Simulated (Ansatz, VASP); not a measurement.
## One calculation of Te2Mo, two programs

File INCAR:

```
SYSTEM = Te2Mo
ALGO = Normal ; EDIFF = 1E-7
ENCUT = 520 ; GGA = PE
ISIF = 2 ; ISMEAR = 0
IVDW = 12 ; LASPH = .TRUE.
LCHARG = .TRUE. ; LELF = .TRUE.
LREAL = .FALSE. ; LVHAR = .TRUE.
LWAVE = .FALSE. ; NBANDS = 35
NELM = 100 ; PREC = Accurate
SIGMA = 0.05
```

File KPOINTS:

```
k-points
0
G
  12 12 2
  0 0 0
```

POSCAR

```
Te2Mo
1.0
    3.3915091152      0.0000000000      0.0000000000
   -1.6957545576      2.9371330509      0.0000000000
    0.0000000000      0.0000000000     13.7008448353
Te Mo
4 2
Direct
    0.3333333333      0.6666666667      0.6173401526
    0.6666666667      0.3333333333      0.1173401526
    0.3333333333      0.6666666667      0.8826598474
    0.6666666667      0.3333333333      0.3826598474
    0.3333333333      0.6666666667      0.2500000000
    0.6666666667      0.3333333333      0.7500000000
```

Input for Ansatz:

```yaml
crystal:
  lattice:
    - [3.3915091152, 0.0, 0.0]
    - [-1.6957545576, 2.9371330509, 0.0]
    - [0.0, 0.0, 13.7008448353]
  atoms:
    - { symbol: Te, position: [0.3333333333, 0.6666666667, 0.6173401526] }
    - { symbol: Te, position: [0.6666666667, 0.3333333333, 0.1173401526] }
    - { symbol: Te, position: [0.3333333333, 0.6666666667, 0.8826598474] }
    - { symbol: Te, position: [0.6666666667, 0.3333333333, 0.3826598474] }
    - { symbol: Mo, position: [0.3333333333, 0.6666666667, 0.25] }
    - { symbol: Mo, position: [0.6666666667, 0.3333333333, 0.75] }
basis:
  ecutwfc: 420
kpoints:
  mp_grid: { grid: [12, 12, 2] }
hamiltonian:
  xc: pbe
  dispersion: d3bj
scf:
  occupations: { method: gaussian, width: 0.05 }
output:
  forces: true
  stress: true
  eigenvalues: true
```

Change from the starting cell: strain -0.0300 x Voigt [1, 1, 0, 0, 0, 0], atoms carried along.

Alike in both runs: task single point; functional PBE; dispersion D3(BJ); k mesh 12 × 12 × 2; occupations gaussian, width 0.05 eV; no spin polarisation.

```csv
,VASP,Ansatz
version,VASP 6.6.1,Ansatz 0.2.0
potentials or method,"VASP PAW PBE potentials, release 64 (Te, Mo_sv), cutoff 520 eV","scalar-relativistic, plane waves, PAW"
valence electrons in the cell,52,92
```

VASP gave:

```
gap on the k mesh at the Fermi level (eV)                     : 0.64
least direct gap on the mesh (eV)                             : 0.93
pressure (GPa)                                                : 6.7
traceless stress, the component that is largest in VASP (GPa) : -1.34
rms of the force components (eV/Å)                            : 0.284
```

**Question.** Which values does Ansatz return?

**Answer.** gap on the k mesh at the Fermi level (eV): 0.64; least direct gap on the mesh (eV): 0.92; pressure (GPa): 6.7; traceless stress, the component that is largest in VASP (GPa): -1.41; rms of the force components (eV/Å): 0.276.

Atom by atom the forces differ by 0.007 eV/Å (rms over components). VASP's potentials hold 52 valence electrons a cell and Ansatz's 92, so a difference there can come from the potentials and not from the codes.

Neither program's run includes spin-orbit coupling.
